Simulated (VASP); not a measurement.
**Sc: electric field gradients with PBE**

Sc:

```
CELL_PARAMETERS angstrom
3.25271 0.00000 0.00000
-1.62635 2.81693 0.00000
0.00000 0.00000 5.17869
ATOMIC_POSITIONS crystal
Sc 0.33333 0.66667 0.25000
Sc 0.66667 0.33333 0.75000
```

This cell differs from its parent crystal: volume scaled by 0.95.

* Program: VASP 6.6.1
* Task: electric field gradients
* Functional: PBE
* Potentials or basis: VASP PAW PBE potentials, release 64 (Sc_sv)
* Cutoff: 520 eV
* k mesh: 13 × 13 × 7
* Occupations: fermi-dirac, width 0.03 eV
* Spin: no spin polarisation
* Dipole correction: no
* Further INCAR settings: ALGO = Normal; EDIFF = 1e-08; NBANDS = 18

The pressure is 2.3 GPa and the band gap on the k mesh is zero (band 11 reaches 4.67 eV, above the bottom of band 12 at 3.38 eV).

Stress tensor (GPa, compression positive):
```
2.94 0.00 0.00
0.00 2.94 0.00
0.00 0.00 1.00
```

Levels at points of the mesh, in eV from the Fermi level:
```csv
k point,band 7,band 8,band 9,band 10,band 11,band 12,band 13,band 14,band 15,band 16
"(0.00, 0.00, 0.00)",-27.73,-27.71,-5.21,-1.73,0.53,1.65,1.65,1.78,2.09,2.09
```

Electric field gradients, principal values (V/Å²):
| atom | least | middle | greatest (by size) |
| --- | --- | --- | --- |
| 1 Sc | -5.424 | -5.424 | 10.848 |
| 2 Sc | -5.424 | -5.424 | 10.848 |

Wall time 45 s on 1 thread of Intel Xeon 6975P-C, with other jobs on the host, peak memory 0.2 GiB.

Caveat: without QUAD_EFG the Cq values of the log hold for a quadrupole moment of 1 mb, not for the nuclei.
